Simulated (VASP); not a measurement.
MoSe: single point with r2SCAN0

MoSe:

```
Mo Se
1.0
     3.50023    0.00000    0.00000
     0.00000    3.50023    0.00000
     0.00000    0.00000    3.50023
Mo Se
1 1
Direct
  0.00000 0.00000 0.00000
  0.50000 0.50000 0.50000
```

| Item | Value |
| --- | --- |
| Program | VASP 6.6.1 |
| Task | single point |
| Functional | r2SCAN0 |
| Potentials or basis | VASP PAW PBE potentials, release 64 (Mo_sv, Se) |
| Cutoff | 520 eV |
| k mesh | 4 × 4 × 4 |
| Occupations | fermi-dirac, width 0.05 eV |
| Spin | no spin polarisation |
| Dipole correction | no |
| Grid for exact exchange (PRECFOCK) | Normal |
| Further INCAR settings | ALGO = Normal; EDIFF = 1e-07; NBANDS = 17 |
| Share of exact exchange | 0.25 |

| Property | Result |
| --- | --- |
| Pressure | -33.2 GPa |
| Band gap on the k mesh | zero (bands 10 and 11 overlap by 2.60 eV) |

Levels at points of the mesh, in eV from the Fermi level:
| k point | band 7 | band 8 | band 9 | band 10 | band 11 | band 12 | band 13 | band 14 |
| --- | --- | --- | --- | --- | --- | --- | --- | --- |
| (0.00, 0.00, 0.00) | -3.35 | -2.67 | -2.67 | -2.67 | 0.93 | 0.93 | 0.93 | 1.60 |
| (0.50, 0.00, 0.00) | -3.86 | -3.86 | -2.84 | 1.08 | 1.44 | 3.28 | 3.28 | 4.94 |
| (0.50, 0.50, 0.00) | -6.16 | -3.23 | -1.40 | -0.93 | -0.93 | -0.43 | 1.72 | 4.17 |
| (0.50, 0.50, 0.50) | -6.86 | -6.86 | 1.67 | 1.67 | 3.25 | 3.25 | 3.25 | 3.59 |

Run time: 6.8 min on 1 thread of Intel(R) Xeon(R) Platinum 8488C (Sapphire Rapids), with other jobs on the host, peak memory 0.17 GiB.

Caveat: the k points lie up to 0.45 Å⁻¹ apart, too coarse for converged energies and pressures of a metal; the PAW data sets were made with another functional, which shifts forces and pressure a little.
